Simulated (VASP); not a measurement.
# NbAl3 (I4/mmm) in VASP: further runs

The runs below take NbAl3 through electric field gradients, density of states, with LDA.

Everything below comes from runs of VASP 6.6.1. Logs are shortened: lines on timing, memory, paths and dates and some standing lists are left out, and cuts for length are marked.

## (1) The cell of the first run

Symmetry: I4/mmm, No. 139, tetragonal system. Conventional cell: a = 3.834 Å, b = 3.834 Å, c = 8.585 Å, α = 90.00°, β = 90.00°, γ = 90.00°. Within 3.6 Å of Al (site symmetry 4/mmm) lie 4 Nb at 2.71 Å and 8 Al at 2.88 Å. Within 3.6 Å of Al (site symmetry -4m2) lie 8 Al at 2.71 to 2.88 Å and 4 Nb at 2.88 Å. Nb (site symmetry 4/mmm) has 12 Al at 2.71 to 2.88 Å within 3.6 Å.

## (2) Electric field gradients, LDA

Input file INCAR:

```
SYSTEM = NbAl3
ALGO = Normal ; EDIFF = 1E-8
ENCUT = 520 ; ISIF = 2
ISMEAR = -1 ; LASPH = .TRUE.
LCHARG = .FALSE. ; LEFG = .TRUE.
LREAL = .FALSE. ; LWAVE = .FALSE.
NBANDS = 19 ; NELM = 100
PREC = Accurate ; SIGMA = 0.05
```

Input file KPOINTS:

```
k-points
0
G
  12 12 12
  0 0 0
```

Input file POSCAR:

```
NbAl3
1.0
   -1.9169829227      1.9169829227      4.2924503537
    1.9169829227     -1.9169829227      4.2924503537
    1.9169829227      1.9169829227     -4.2924503537
Al Nb
3 1
Direct
    0.5000000000      0.5000000000      0.0000000000
    0.7500000000      0.2500000000      0.5000000000
    0.2500000000      0.7500000000      0.5000000000
    0.0000000000      0.0000000000      0.0000000000
```

Potentials or basis: VASP PAW LDA potentials, release 64 (Al, Nb_sv).

The run is started by

```bash
$ cat potpaw_LDA.64/Al/POTCAR potpaw_LDA.64/Nb_sv/POTCAR > POTCAR
$ mpirun -np 1 vasp_std > vasp.out
```

OUTCAR:

```text
SYSTEM = NbAl3
   EDIFF = 1E-8
   ENCUT = 520
   ISIF = 2
   ISMEAR = -1
   LASPH = .TRUE.
   LREAL = .FALSE.
   NELM = 100
   PREC = Accurate

 ion  position               nearest neighbor table
   1  0.500  0.500  0.000-   4 2.71   4 2.71   4 2.71   4 2.71   3 2.88   2 2.88   3 2.88   2 2.88
                             3 2.88   3 2.88   2 2.88   2 2.88
   2  0.750  0.250  0.500-   3 2.71   3 2.71   3 2.71   3 2.71   4 2.88   1 2.88   4 2.88   4 2.88
                             1 2.88   1 2.88   4 2.88   1 2.88
   3  0.250  0.750  0.500-   2 2.71   2 2.71   2 2.71   2 2.71   4 2.88   1 2.88   4 2.88   1 2.88
                             4 2.88   4 2.88   1 2.88   1 2.88
   4  0.000  0.000  0.000-   1 2.71   1 2.71   1 2.71   1 2.71   3 2.88   2 2.88   3 2.88   3 2.88
                             2 2.88   2 2.88   3 2.88   2 2.88

  LATTYP: Found a body centered tetragonal cell.
 ALAT       =     3.8339658454
 C/A-ratio  =     2.2391698449

  Lattice vectors:

 A1 = (  -1.9169829227,   1.9169829227,   4.2924503537)
 A2 = (   1.9169829227,  -1.9169829227,   4.2924503537)
 A3 = (   1.9169829227,   1.9169829227,  -4.2924503537)

Analysis of symmetry for initial positions (statically):
=====================================================================
 Subroutine PRICEL returns:
 Original cell was already a primitive cell.

 Routine SETGRP: Setting up the symmetry group for a
 body centered tetragonal supercell.

 Subroutine GETGRP returns: Found 16 space group operations
 (whereof 16 operations were pure point group operations)
 out of a pool of 16 trial point group operations.

The static configuration has the point symmetry D_4h.

Analysis of symmetry for dynamics (positions and initial velocities):
=====================================================================
 Subroutine PRICEL returns:
 Original cell was already a primitive cell.

 Routine SETGRP: Setting up the symmetry group for a
 body centered tetragonal supercell.

 Subroutine GETGRP returns: Found 16 space group operations
 (whereof 16 operations were pure point group operations)
 out of a pool of 16 trial point group operations.

The dynamic configuration has the point symmetry D_4h.

 Subroutine INISYM returns: Found 16 space group operations
 (whereof 16 operations are pure point group operations),
 and found     1 'primitive' translations

----------------------------------------------------------------------------------------

                                     Primitive cell

  volume of cell :      63.0960

  direct lattice vectors                    reciprocal lattice vectors
    -1.916982923  1.916982923  4.292450354     0.000000000  0.260826528  0.116483584
     1.916982923 -1.916982923  4.292450354     0.260826528  0.000000000  0.116483584
     1.916982923  1.916982923 -4.292450354     0.260826528  0.260826528  0.000000000

  length of vectors
     5.076886555  5.076886555  5.076886555     0.285655217  0.285655217  0.368864413

  position of ions in fractional coordinates (direct lattice)
     0.500000000  0.500000000  0.000000000
     0.750000000  0.250000000  0.500000000
     0.250000000  0.750000000  0.500000000
     0.000000000  0.000000000  0.000000000

  ion indices of the primitive-cell ions
   primitive index   ion index
                 1           1
                 2           2
                 3           3
                 4           4

----------------------------------------------------------------------------------------

 KPOINTS: k-points

Automatic generation of k-mesh.
 Grid dimensions read from file:
 generate k-points for:   12   12   12

 Generating k-lattice:

  Cartesian coordinates                     Fractional coordinates (reciprocal lattice)
     0.000000000  0.021735544  0.009706965     0.083333333  0.000000000  0.000000000
     0.021735544  0.000000000  0.009706965     0.000000000  0.083333333  0.000000000
     0.021735544  0.021735544  0.000000000     0.000000000  0.000000000  0.083333333

  Length of vectors
     0.023804601  0.023804601  0.030738701

  Shift w.r.t. Gamma in fractional coordinates (k-lattice)
     0.000000000  0.000000000  0.000000000

 Subroutine IBZKPT returns following result:
 ===========================================

 Found    163 irreducible k-points:

 Following reciprocal coordinates:
            Coordinates               Weight
  0.000000  0.000000  0.000000      1.000000
  0.083333  0.000000  0.000000      8.000000
  0.166667  0.000000 -0.000000      8.000000
  0.250000  0.000000  0.000000      8.000000
  0.333333  0.000000  0.000000      8.000000
  0.416667  0.000000 -0.000000      8.000000
[... 16 lines left out ...]
  0.500000  0.166667 -0.000000     16.000000
 -0.416667  0.166667  0.000000     16.000000
 [... further k-points ...]
   k-points           NKPTS =    163   k-points in BZ     NKDIM =    163   number of bands    NBANDS=     19
   number of dos      NEDOS =    301   number of ions     NIONS =      4
   total plane-waves  NPLWV =  64000
   dimension x,y,z NGX =    40 NGY =   40 NGZ =   40
   dimension x,y,z NGXF=    80 NGYF=   80 NGZF=   80
   ions per type =               3   1
   NGX,Y,Z   is equivalent  to a cutoff of  13.10, 13.10, 13.10 a.u.
   NGXF,Y,Z  is equivalent  to a cutoff of  26.20, 26.20, 26.20 a.u.
 SYSTEM =  NbAl3
   PREC   = accura    normal or accurate (medium, high low for compatibility)
   ISTART =      0    job   : 0-new  1-cont  2-samecut
   ICHARG =      2    charge: 1-file 2-atom 10-const
   ISPIN  =      1    spin polarized calculation?
   LNONCOLLINEAR =      F non collinear calculations
   LSORBIT =      F    spin-orbit coupling
   LASPH  =      T    aspherical Exc in radial PAW
   ENCUT  =  520.0 eV  38.22 Ry    6.18 a.u.   9.44  9.44  9.44*2*pi/ulx,y,z
   NELM   =    100;   NELMIN=  2; NELMDL= -5     # of ELM steps
   EDIFF  = 0.1E-07   stopping-criterion for ELM
   LREAL  =      F    real-space projection
   EDIFFG = 0.1E-06   stopping-criterion for IOM
   NSW    =      0    number of steps for IOM
   IBRION =     -1    ionic relax: 0-MD 1-quasi-New 2-CG
   NFREE  =      0    steps in history (QN), initial steepest desc. (CG)
   ISIF   =      2    stress and relaxation
   ISYM   =      2    0-nonsym 1-usesym 2-fastsym
   POTIM  = 0.5000    time-step for ionic-motion
   TEBEG  =    0.0;   TEEND  =   0.0 temperature during run
   PSTRESS=    0.0 pullay stress
   NELECT =      22.0000    total number of electrons
   NUPDOWN=      -1.0000    fix difference up-down
   EMIN   =  10.00;   EMAX   =-10.00  energy-range for DOS
   EFERMI =   0.00;   METHOD = LEGACY
   ISMEAR =    -1;   SIGMA  =   0.05  broadening in eV -4-tet -1-fermi 0-gaus
   EFERMI_NEDOS =   21; number of points for ismear=-14 and -15
   IALGO  =     38    algorithm
   IMIX   =      4    mixing-type and parameters
     AMIX     =   0.40;   BMIX     =  1.00
     AMIX_MAG =   1.60;   BMIX_MAG =  1.00
  volume/ion in A,a.u.               =      15.77       106.45
  Fermi-wavevector in a.u.,A,eV,Ry     =   1.152255  2.177446 18.064330  1.327691
  Thomas-Fermi vector in A             =   2.288907
   LORBIT       =      0    0 simple, 1 ext, 2 COOP (PROOUT), +10 PAW based schemes
   GGA     = CA    functional components
   LHFCALC =     F    Hartree Fock is set to
   AEXX    =    0.0000 exact exchange contribution
   IVDW    =     0    specifies the selected vdW correction
   LEPSILON=     F    determine dielectric tensor
   LRPA    =     F    only Hartree local field effects (RPA)
 non-spin polarized calculation
  energy-cutoff  :      520.00
  volume of cell :       63.10
 maximum number of plane-waves:      1735
 NGX is ok and might be reduce to    40
   NGX = 19   NGY = 19   NGZ = 19

 number of electron      22.0000000 magnetization

 Free energy of the ion-electron system (eV)
  ---------------------------------------------------
  ext. energy  EPLUGINS =         0.00000000
  ---------------------------------------------------
  free energy    TOTEN  =       -25.54918957 eV

  energy without entropy =      -25.54427513  energy(sigma->0) =      -25.54673235

 E-fermi :   9.3182     XC(G=0): -11.2624

 val. band max:        9.2908532034   @ k =  -0.4167   0.5000   0.3333
 cond. band min:       9.3493889054   @ k =  -0.4167  -0.4167   0.3333
 fundamental gap:      0.0585357020
 Fermi energy:         9.3181746421

 k-point     1 :       0.0000    0.0000    0.0000
  band No.  band energies     occupation
      1     -44.8873      2.00000
      2     -21.2284      2.00000
      3     -21.2284      2.00000
      4     -21.0741      2.00000
      5      -1.0486      2.00000
      6       5.5204      2.00000
[... 11 lines left out ...]
     18      13.9551      0.00000
     19      15.5584      0.00000

 k-point     2 :       0.0833    0.0000    0.0000
  band No.  band energies     occupation
      1     -44.8871      2.00000
      2     -21.2331      2.00000
      3     -21.2281      2.00000
      4     -21.0739      2.00000
      5      -0.9566      2.00000
      6       5.3900      2.00000
[... 11 lines left out ...]
     18      14.2275      0.00000
     19      15.8845      0.00000

 k-point     3 :       0.1667    0.0000   -0.0000
  band No.  band energies     occupation
      1     -44.8866      2.00000
      2     -21.2460      2.00000
      3     -21.2272      2.00000
      4     -21.0733      2.00000
      5      -0.6837      2.00000
      6       5.0350      2.00000
[... 11 lines left out ...]
     18      14.8141      0.00000
     19      16.1809      0.00000

 k-point     4 :       0.2500    0.0000    0.0000
  band No.  band energies     occupation
      1     -44.8858      2.00000
      2     -21.2636      2.00000
      3     -21.2260      2.00000
      4     -21.0726      2.00000
      5      -0.2396      2.00000
      6       4.4611      2.00000
[... 407 lines left out ...]
     18      15.2799      0.00000
     19      16.3917      0.00000

 k-point    23 :       0.5000    0.1667   -0.0000
  band No.  band energies     occupation
      1     -44.8836      2.00000
      2     -21.2961      2.00000
      3     -21.2399      2.00000
      4     -21.0693      2.00000
      5       1.9175      2.00000
      6       2.4578      2.00000
[... 11 lines left out ...]
     18      15.5309      0.00000
     19      16.4061      0.00000

 k-point    24 :      -0.4167    0.1667    0.0000
  band No.  band energies     occupation
      1     -44.8838      2.00000
      2     -21.2915      2.00000
      3     -21.2403      2.00000
      4     -21.0691      2.00000
      5       1.1446      2.00000
      6       3.3041      2.00000
[... 11 lines left out ...]
     18      15.7535      0.00000
     19      15.9886      0.00000

 [... further k-points ...]

------------------------ aborting loop because EDIFF is reached ----------------------------------------

  FORCE on cell =-STRESS in cart. coord.  units (eV):
  Direction    XX          YY          ZZ          XY          YZ          ZX
  --------------------------------------------------------------------------------------
  -------------------------------------------------------------------------------------
  Total       -1.6304261     -1.6304261     -1.3484582      0.0000000      0.0000000      0.0000000
  in kB      -41.4009142    -41.4009142    -34.2409909      0.0000000      0.0000000      0.0000000
  external PRESSURE =     -39.0142731 kB  Pullay stress =       0.0000000 kB

 VOLUME and BASIS-vectors are now :
 -----------------------------------------------------------------------------
  energy-cutoff  :      520.00
  volume of cell :       63.10
      direct lattice vectors                 reciprocal lattice vectors
    -1.916982923  1.916982923  4.292450354     0.000000000  0.260826528  0.116483584
     1.916982923 -1.916982923  4.292450354     0.260826528  0.000000000  0.116483584
     1.916982923  1.916982923 -4.292450354     0.260826528  0.260826528  0.000000000

 POSITION                                       TOTAL-FORCE (eV/Angst)
 -----------------------------------------------------------------------------------
      0.00000      0.00000      4.29245         0.000000     -0.000000      0.000000
      0.00000      1.91698      2.14623         0.000000     -0.000000     -0.000000
      1.91698      0.00000      2.14623        -0.000000      0.000000     -0.000000
      0.00000      0.00000      0.00000         0.000000     -0.000000      0.000000
 -----------------------------------------------------------------------------------
    total drift:                               -0.000000     -0.000000      0.000000

  FREE ENERGIE OF THE ION-ELECTRON SYSTEM (eV)
  ---------------------------------------------------
  free  energy   TOTEN  =       -25.5491895682 eV

  energy  without entropy=      -25.5442751301  energy(sigma->0) =      -25.54673235

 Electric field gradients (V/A^2)
---------------------------------------------------------------------
 ion       V_xx      V_yy      V_zz      V_xy      V_xz      V_yz
---------------------------------------------------------------------
   1     -20.678   -20.678    41.357     0.000     0.000     0.000
   2       4.917     4.917    -9.833     0.000     0.000     0.000
   3       4.917     4.917    -9.833     0.000     0.000     0.000
   4      46.623    46.623   -93.245     0.000    -0.000    -0.000
---------------------------------------------------------------------

 Electric field gradients after diagonalization (V/A^2)
 (convention: |V_zz| > |V_xx| > |V_yy|)
----------------------------------------------------------------------
 ion       V_xx      V_yy      V_zz     asymmetry (V_yy - V_xx)/ V_zz
----------------------------------------------------------------------
   1     -20.678   -20.678    41.357       0.000
   2       4.917     4.916    -9.833       0.000
   3       4.917     4.916    -9.833       0.000
   4      46.623    46.623   -93.245       0.000
----------------------------------------------------------------------

           NMR quadrupolar parameters

 Cq : quadrupolar parameter    Cq=e*Q*V_zz/h
 eta: asymmetry parameters     (V_yy - V_xx)/ V_zz
 Q  : nuclear electric quadrupole moment in mb (millibarn)
----------------------------------------------------------------------
 ion       Cq(MHz)       eta       Q (mb)
----------------------------------------------------------------------
   1       0.100       0.000       1.000
   2      -0.024       0.000       1.000
   3      -0.024       0.000       1.000
   4      -0.225       0.000       1.000
----------------------------------------------------------------------
```

It took 7 min on 1 thread of Intel Xeon 8259CL, shared host; peak memory 0.33 GiB.

What came out:

```
Free energy            : -25.5492 eV
Pressure               : -3.9 GPa
Band gap on the k mesh : zero (band 11 reaches 9.52 eV, above the bottom of band 12 at 9.24 eV)
```

Electric field gradients, principal values (V/Å²):
| atom | least | middle | greatest (by size) |
| --- | --- | --- | --- |
| 1 Al | -20.678 | -20.678 | 41.357 |
| 2 Al | 4.916 | 4.917 | -9.833 |
| 3 Al | 4.916 | 4.917 | -9.833 |
| 4 Nb | 46.623 | 46.623 | -93.245 |

Caveat: without QUAD_EFG the Cq values of the log hold for a quadrupole moment of 1 mb, not for the nuclei.

(Continued in part 2 of 2.)
